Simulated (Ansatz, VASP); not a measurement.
# Two plane-wave programs on TiAl3

```xyz
4
Lattice="2.7814 0.0000 0.0000 0.0000 4.6711 0.0000 0.0000 0.0000 4.8934" Properties=species:S:1:pos:R:3 pbc="T T T"
Ti    0.0000    2.3355    0.7984
Al    1.3907    2.3605    3.2494
Al    1.3907    0.0250    1.6300
Al    0.0000    0.0250    4.1089
```

Change from the starting cell: all Al atoms moved +0.025 Å, as atom 2 along Cartesian [0 1 0].

Alike in both runs: task single point; functional PBEsol; k mesh 18 × 10 × 10; occupations gaussian, width 0.15 eV; no spin polarisation.

|  | VASP | Ansatz |
| --- | --- | --- |
| version | VASP 6.6.1 | Ansatz 0.2.0 |
| potentials or method | VASP PAW PBE potentials, release 64 (Ti_sv, Al), cutoff 520 eV | scalar-relativistic, plane waves, PAW |
| valence electrons in the cell | 21 | 21 |

VASP gave:

| Property | Result |
| --- | --- |
| gap on the k mesh at the Fermi level (eV) | none |
| pressure (GPa) | 0.1 |
| traceless stress, the component that is largest in VASP (GPa) | 0.09 |
| rms of the force components (eV/Å) | 0.062 |

Question: Estimate Ansatz's values.

Answer: gap on the k mesh at the Fermi level (eV): none; pressure (GPa): 0.0; traceless stress, the component that is largest in VASP (GPa): 0.07; rms of the force components (eV/Å): 0.062.

VASP's potentials were made for PBE, not for PBEsol. Atom by atom the forces differ by 0.001 eV/Å (rms over components). A gap of «none» marks a metal or a gap that the smearing closes. The functional is the same, so the differences come from potentials, cutoffs and numerics.
